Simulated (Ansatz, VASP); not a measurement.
# One calculation of LiTa3O4, two programs

```xyz
8
Lattice="2.7878 -5.9898 0.0000 2.7878 5.9898 0.0000 0.0000 0.0000 2.9499" Properties=species:S:1:pos:R:3 pbc="T T T"
Li    0.0000    0.0000    1.4749
Ta    2.7878    3.0359    0.0000
Ta    2.7878   -3.0359    0.0000
Ta    2.7878    0.0000    0.0000
O     1.3375   -1.3825    0.0000
O     4.2381   -1.3825    0.0000
O     1.3375    1.3825    0.0000
O     4.2381    1.3825    0.0000
```

Change from the starting cell: species swapped into the NaCu3O4 type (Cmmm, No. 65).

Alike in both runs: functional PBE; k mesh 3 × 3 × 5; occupations gaussian, width 0.2 eV; no spin polarisation.

Ansatz relaxed the structure, and its values are those at the end. VASP's run is a single point on that final structure, the one shown.

```csv
,VASP,Ansatz
version,VASP 6.6.1,Ansatz 0.2.0
potentials or method,"VASP PAW PBE potentials, release 64 (Li_sv, Ta_sv_GW, O), cutoff 880 eV","scalar-relativistic, plane waves, PAW"
valence electrons in the cell,66,66
```

|  | VASP | Ansatz | Ansatz less VASP |
| --- | --- | --- | --- |
| gap on the k mesh at the Fermi level (eV) | none | none | - |
| pressure (GPa) | 0.4 | 0.2 | -0.15 |
| rms of the force components (eV/Å) | 0.017 | 0.011 | -0.0062 |

A gap of «none» marks a metal or a gap that the smearing closes.

The k mesh is coarse, so the values compare programs but aren't converged. Spin-orbit coupling is off throughout.
